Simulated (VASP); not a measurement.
# CdS (P6_3mc) in VASP: single point with PBE

Aim: the single point of CdS with PBE.

Program: VASP 6.6.1. These are calculated values, not measurements. Logs are shortened: lines on timing, memory, paths and dates and some standing lists are left out, and cuts for length are marked.

**1. The cell of the first run**

It takes space group P6_3mc (No. 186, hexagonal). The conventional cell has a = 4.135 Å, b = 4.135 Å, c = 6.749 Å, α = 90.00°, β = 90.00°, γ = 120.00°. Cd (site symmetry 3m) has 4 S at 2.51 to 2.60 Å within 3.3 Å. S (site symmetry 3m) has 4 Cd at 2.51 to 2.60 Å within 3.3 Å.

**2. Single point, PBE**

Input file INCAR:

```
PREC     = Accurate       # precision mode
ENCUT    = 520            # plane-wave cutoff, eV
EDIFF    = 1E-6           # SCF threshold, eV
ISMEAR   = 0              # smearing method
SIGMA    = 0.1            # smearing width, eV
LREAL    = Auto         
LASPH    = True           # aspherical terms in the spheres
NELM     = 60             # most SCF steps
ALGO     = Normal         # electronic algorithm
ISIF     = 2              # what is computed and relaxed
LWAVE    = False          # write WAVECAR
LCHARG   = False          # write CHGCAR
GGA      = PE             # functional
NBANDS   = 86             # bands
ISYM     = 0
```

Input file KPOINTS:

```
Automatic mesh
0
Gamma
  2 2 2
  0.5 0.5 0.5
```

Input file POSCAR:

```
CdS
1.0
   -2.0673996017     -3.5808411497     -6.7490000000
   -2.0673996017     -3.5808411497      6.7490000000
   -4.1347992034      7.1616822994      0.0000000000
Cd S
8 8
Direct
    0.3333333333      0.3333333333      0.1666666667
    0.3333333333      0.3333333333      0.6666666667
    0.8333333333      0.8333333333      0.1666666667
    0.8333333333      0.8333333333      0.6666666667
    0.9166666667      0.4166666667      0.8333333333
    0.9166666667      0.4166666667      0.3333333333
    0.4166666667      0.9166666667      0.8333333333
    0.4166666667      0.9166666667      0.3333333333
    0.1408333333      0.5258333333      0.1666666667
    0.1408333333      0.5258333333      0.6666666667
    0.6408333333      0.0258333333      0.1666666667
    0.6408333333      0.0258333333      0.6666666667
    0.7241666667      0.6091666667      0.8333333333
    0.7241666667      0.6091666667      0.3333333333
    0.2241666667      0.1091666667      0.8333333333
    0.2241666667      0.1091666667      0.3333333333
```

Potentials or basis: VASP PAW PBE potentials, release 64 (Cd, S).

Launch:

```console
> cat potpaw_PBE.64/Cd/POTCAR potpaw_PBE.64/S/POTCAR > POTCAR
> mpirun -np 1 vasp_std > vasp.out
```

OUTCAR:

```text
PREC = Accurate
   ENCUT = 520
   EDIFF = 1E-6
   ISMEAR = 0
   LREAL = Auto
   LASPH = True
   NELM = 60
   ISIF = 2
   GGA = PE
   ISYM = 0

 ion  position               nearest neighbor table
   1  0.333  0.333  0.167-  16 2.51  14 2.51  15 2.51   9 2.60
   2  0.333  0.333  0.667-  15 2.51  13 2.51  16 2.51  10 2.60
   3  0.833  0.833  0.167-  14 2.51  16 2.51  13 2.51  11 2.60
   4  0.833  0.833  0.667-  13 2.51  15 2.51  14 2.51  12 2.60
   5  0.917  0.417  0.833-  10 2.51  12 2.51   9 2.51  13 2.60
   6  0.917  0.417  0.333-   9 2.51  11 2.51  10 2.51  14 2.60
[... 8 lines left out ...]
  15  0.224  0.109  0.833-   2 2.51   4 2.51   1 2.51   7 2.60
  16  0.224  0.109  0.333-   1 2.51   3 2.51   2 2.51   8 2.60

IMPORTANT INFORMATION: All symmetrisations will be switched off!
NOSYMM: (Re-)initialisation of all symmetry stuff for point group C_1.

----------------------------------------------------------------------------------------

                                     Primitive cell

  volume of cell :     399.7044

  direct lattice vectors                    reciprocal lattice vectors
    -2.067399602 -3.580841150 -6.749000000    -0.120924856 -0.069815998 -0.074085050
    -2.067399602 -3.580841150  6.749000000    -0.120924856 -0.069815998  0.074085050
    -4.134799203  7.161682299  0.000000000    -0.120924856  0.069815998  0.000000000

  length of vectors
     7.914895164  7.914895164  8.269598407     0.158068622  0.158068622  0.139631997

  position of ions in fractional coordinates (direct lattice)
     0.333333333  0.333333333  0.166666667
     0.333333333  0.333333333  0.666666667
     0.833333333  0.833333333  0.166666667
     0.833333333  0.833333333  0.666666667
     0.916666667  0.416666667  0.833333333
     0.916666667  0.416666667  0.333333333
[... 8 lines left out ...]
     0.224166667  0.109166667  0.833333333
     0.224166667  0.109166667  0.333333333

  ion indices of the primitive-cell ions
   primitive index   ion index
                 1           1
                 2           2
                 3           3
                 4           4
                 5           5
                 6           6
[... 8 lines left out ...]
                15          15
                16          16

----------------------------------------------------------------------------------------

 KPOINTS: Automatic mesh

Automatic generation of k-mesh.
 Grid dimensions read from file:
 generate k-points for:    2    2    2

 Generating k-lattice:

  Cartesian coordinates                     Fractional coordinates (reciprocal lattice)
    -0.060462428 -0.034907999 -0.037042525     0.500000000 -0.000000000  0.000000000
    -0.060462428 -0.034907999  0.037042525    -0.000000000  0.500000000  0.000000000
    -0.060462428  0.034907999  0.000000000     0.000000000  0.000000000  0.500000000

  Length of vectors
     0.079034311  0.079034311  0.069815998

  Shift w.r.t. Gamma in fractional coordinates (k-lattice)
     0.500000000  0.500000000  0.500000000

 Subroutine IBZKPT returns following result:
 ===========================================

 Found      4 irreducible k-points:

 Following reciprocal coordinates:
            Coordinates               Weight
  0.250000  0.250000  0.250000      2.000000
 -0.250000  0.250000  0.250000      2.000000
 -0.250000  0.250000 -0.250000      2.000000
 -0.250000 -0.250000  0.250000      2.000000
   k-points           NKPTS =      4   k-points in BZ     NKDIM =      4   number of bands    NBANDS=     86
   number of dos      NEDOS =    301   number of ions     NIONS =     16
   total plane-waves  NPLWV = 230400
   dimension x,y,z NGX =    60 NGY =   60 NGZ =   64
   dimension x,y,z NGXF=   120 NGYF=  120 NGZF=  128
   ions per type =               8   8
   NGX,Y,Z   is equivalent  to a cutoff of  12.60, 12.60, 12.87 a.u.
   NGXF,Y,Z  is equivalent  to a cutoff of  25.21, 25.21, 25.73 a.u.
 SYSTEM =  unknown system
   PREC   = accura    normal or accurate (medium, high low for compatibility)
   ISTART =      0    job   : 0-new  1-cont  2-samecut
   ICHARG =      2    charge: 1-file 2-atom 10-const
   ISPIN  =      1    spin polarized calculation?
   LNONCOLLINEAR =      F non collinear calculations
   LSORBIT =      F    spin-orbit coupling
   LASPH  =      T    aspherical Exc in radial PAW
   ENCUT  =  520.0 eV  38.22 Ry    6.18 a.u.  14.72 14.72 15.38*2*pi/ulx,y,z
   NELM   =     60;   NELMIN=  2; NELMDL= -5     # of ELM steps
   EDIFF  = 0.1E-05   stopping-criterion for ELM
   LREAL  =      T    real-space projection
   EDIFFG = 0.1E-04   stopping-criterion for IOM
   NSW    =      0    number of steps for IOM
   IBRION =     -1    ionic relax: 0-MD 1-quasi-New 2-CG
   NFREE  =      0    steps in history (QN), initial steepest desc. (CG)
   ISIF   =      2    stress and relaxation
   ISYM   =      0    0-nonsym 1-usesym 2-fastsym
   POTIM  = 0.5000    time-step for ionic-motion
   TEBEG  =    0.0;   TEEND  =   0.0 temperature during run
   PSTRESS=    0.0 pullay stress
   NELECT =     144.0000    total number of electrons
   NUPDOWN=      -1.0000    fix difference up-down
   EMIN   =  10.00;   EMAX   =-10.00  energy-range for DOS
   EFERMI =   0.00;   METHOD = LEGACY
   ISMEAR =     0;   SIGMA  =   0.10  broadening in eV -4-tet -1-fermi 0-gaus
   EFERMI_NEDOS =   21; number of points for ismear=-14 and -15
   IALGO  =     38    algorithm
   IMIX   =      4    mixing-type and parameters
     AMIX     =   0.40;   BMIX     =  1.00
     AMIX_MAG =   1.60;   BMIX_MAG =  1.00
  volume/ion in A,a.u.               =      24.98       168.58
  Fermi-wavevector in a.u.,A,eV,Ry     =   1.164884  2.201312 18.462491  1.356955
  Thomas-Fermi vector in A             =   2.301417
   LORBIT       =      0    0 simple, 1 ext, 2 COOP (PROOUT), +10 PAW based schemes
   GGA     = PE    functional components
   LHFCALC =     F    Hartree Fock is set to
   AEXX    =    0.0000 exact exchange contribution
   IVDW    =     0    specifies the selected vdW correction
   LEPSILON=     F    determine dielectric tensor
   LRPA    =     F    only Hartree local field effects (RPA)
 non-spin polarized calculation
 Gauss-broadening in eV      SIGMA  =   0.10
  energy-cutoff  :      520.00
  volume of cell :      399.70
 maximum number of plane-waves:     10777
 NGX is ok and might be reduce to    60
   NGX = 29   NGY = 29   NGZ = 31

 number of electron     144.0000022 magnetization

 Free energy of the ion-electron system (eV)
  ---------------------------------------------------
  ext. energy  EPLUGINS =         0.00000000
  ---------------------------------------------------
  free energy    TOTEN  =       -49.04324042 eV

  energy without entropy =      -49.04324042  energy(sigma->0) =      -49.04324042

 E-fermi :   1.4733     XC(G=0):  -9.1116

 val. band max:        0.9992908808   @ k =  -0.2500   0.2500   0.2500
 cond. band min:       3.8346730611   @ k =  -0.2500   0.2500   0.2500
 fundamental gap:      2.8353821802
 Fermi energy:         1.4732713831

 k-point     1 :       0.2500    0.2500    0.2500
  band No.  band energies     occupation
      1     -10.7897      2.00000
      2     -10.7896      2.00000
      3     -10.7674      2.00000
      4     -10.7674      2.00000
      5     -10.5672      2.00000
      6     -10.5672      2.00000
[... 76 lines left out ...]
     83       6.7102      0.00000
     84       6.7102      0.00000

 k-point     2 :      -0.2500    0.2500    0.2500
  band No.  band energies     occupation
      1     -10.9768      2.00000
      2     -10.7095      2.00000
      3     -10.7064      2.00000
      4     -10.6461      2.00000
      5     -10.6461      2.00000
      6     -10.5724      2.00000
[... 76 lines left out ...]
     83       6.7550      0.00000
     84       6.9169      0.00000

 k-point     3 :      -0.2500    0.2500   -0.2500
  band No.  band energies     occupation
      1     -10.9768      2.00000
      2     -10.7095      2.00000
      3     -10.7064      2.00000
      4     -10.6461      2.00000
      5     -10.6461      2.00000
      6     -10.5724      2.00000
[... 76 lines left out ...]
     83       6.7550      0.00000
     84       6.9169      0.00000

 k-point     4 :      -0.2500   -0.2500    0.2500
  band No.  band energies     occupation
      1     -10.9370      2.00000
      2     -10.6662      2.00000
      3     -10.6662      2.00000
      4     -10.6662      2.00000
      5     -10.6662      2.00000
      6     -10.6111      2.00000
[... 76 lines left out ...]
     83       6.7228      0.00000
     84       6.7228      0.00000
 [bands above 84 left out]

------------------------ aborting loop because EDIFF is reached ----------------------------------------

  FORCE on cell =-STRESS in cart. coord.  units (eV):
  Direction    XX          YY          ZZ          XY          YZ          ZX
  --------------------------------------------------------------------------------------
  -------------------------------------------------------------------------------------
  Total        8.8161434      9.1939137      3.3565496      0.3412767     -0.0000077     -0.0000082
  in kB       35.3386805     36.8529372     13.4544129      1.3679754     -0.0000310     -0.0000329
  external PRESSURE =      28.5486769 kB  Pullay stress =       0.0000000 kB

 VOLUME and BASIS-vectors are now :
 -----------------------------------------------------------------------------
  energy-cutoff  :      520.00
  volume of cell :      399.70
      direct lattice vectors                 reciprocal lattice vectors
    -2.067399602 -3.580841150 -6.749000000    -0.120924856 -0.069815998 -0.074085050
    -2.067399602 -3.580841150  6.749000000    -0.120924856 -0.069815998  0.074085050
    -4.134799203  7.161682299  0.000000000    -0.120924856  0.069815998  0.000000000

 POSITION                                       TOTAL-FORCE (eV/Angst)
 -----------------------------------------------------------------------------------
     -2.06740     -1.19361      0.00000         0.010596     -0.007693      0.266296
     -4.13480      2.38723      0.00000         0.010557     -0.007684      0.266301
     -4.13480     -4.77445      0.00000         0.010556     -0.007687      0.266275
     -6.20220     -1.19361      0.00000         0.010542     -0.007671      0.266291
     -6.20220      1.19361     -3.37450        -0.010561      0.007698      0.266304
     -4.13480     -2.38723     -3.37450        -0.010552      0.007670      0.266312
[... 8 lines left out ...]
     -4.13480      4.77445     -0.77614         0.002251     -0.000398     -0.266298
     -2.06740      1.19361     -0.77614         0.002249     -0.000398     -0.266299
 -----------------------------------------------------------------------------------
    total drift:                                0.000001      0.000035      0.002495

  FREE ENERGIE OF THE ION-ELECTRON SYSTEM (eV)
  ---------------------------------------------------
  free  energy   TOTEN  =       -49.0432404196 eV

  energy  without entropy=      -49.0432404196  energy(sigma->0) =      -49.04324042
```

Run time: 3 min. Hardware: 1 thread of Intel Xeon 6975P-C (Granite Rapids), shared host; peak memory 0.52 GiB.

What came out:

```yaml
Free_energy: -49.0432 eV
Pressure: 2.9 GPa
Largest_force: 0.267 eV/Å
Band_gap_on_the_k_mesh: 2.84 eV
```

Forces in eV/Å, atoms in the order of the input:
```
Cd   0.011 -0.008  0.266
Cd   0.011 -0.008  0.266
Cd   0.011 -0.008  0.266
Cd   0.011 -0.008  0.266
Cd  -0.011  0.008  0.266
Cd  -0.011  0.008  0.266
Cd  -0.011  0.008  0.266
Cd  -0.011  0.008  0.266
S   -0.002  0.000 -0.266
S   -0.002  0.000 -0.266
S   -0.002  0.000 -0.266
S   -0.002  0.000 -0.266
S    0.002  0.000 -0.266
S    0.002  0.000 -0.266
S    0.002  0.000 -0.266
S    0.002  0.000 -0.266
```

Caveat: a shifted mesh leaves out Γ, where band edges can lie. A k mesh can miss the band edges.
